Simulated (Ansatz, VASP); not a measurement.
Two plane-wave programs on Ti

INCAR

```
SYSTEM = Ti
  ALGO = Fast
  EDIFF = 1E-7
  ENCUT = 520
  GGA = PE
  ISIF = 2
  ISMEAR = 0
  LASPH = .TRUE.
  LCHARG = .FALSE.
  LREAL = .FALSE.
  LWAVE = .FALSE.
  NBANDS = 12
  NELM = 80
  PREC = Accurate
  SIGMA = 0.15
```

Contents of KPOINTS:

```
k-points
0
G
  20 20 20
  0 0 0
```

The input POSCAR:

```
Ti
1.0
    0.0000000000      2.0807468287      2.2478307990
    2.0807468287      0.0000000000      2.2478307990
    2.0807468287      2.0807468287      0.0000000000
Ti
1
Direct
    0.0000000000      0.0000000000      0.0000000000
```

Input for Ansatz:

```yaml
crystal:
  lattice:
    - [0.0, 2.0807468287, 2.247830799]
    - [2.0807468287, 0.0, 2.247830799]
    - [2.0807468287, 2.0807468287, 0.0]
  atoms:
    - { symbol: Ti, position: [0.0, 0.0, 0.0] }
basis:
  ecutwfc: 520.0
kpoints:
  mp_grid: { grid: [20, 20, 20] }
hamiltonian:
  xc: pbe
  pseudopotentials: { kind: paw, azcp: { folder: soft_1 } }
scf:
  occupations: { method: gaussian, width: 0.15 }
output:
  forces: true
  stress: true
  eigenvalues: true
```

Alike in both runs: task single point; functional PBE; k mesh 20 × 20 × 20; occupations gaussian, width 0.15 eV; no spin polarisation.

```csv
,VASP,Ansatz
version,VASP 6.6.1,Ansatz 0.2.0
potentials or method,"VASP PAW PBE potentials, release 64 (Ti_sv), cutoff 520 eV","scalar-relativistic, plane waves, PAW"
valence electrons in the cell,12,12
```

VASP gave:

- gap on the k mesh at the Fermi level (eV): none
- pressure (GPa): -10.1
- traceless stress, the component that is largest in VASP (GPa): -1.65

Q: Which values does Ansatz return?

A: gap on the k mesh at the Fermi level (eV): none; pressure (GPa): -10.0; traceless stress, the component that is largest in VASP (GPa): -1.65.

A gap of «none» marks a metal or a gap that the smearing closes. The functional is the same, so the differences come from potentials, cutoffs and numerics.
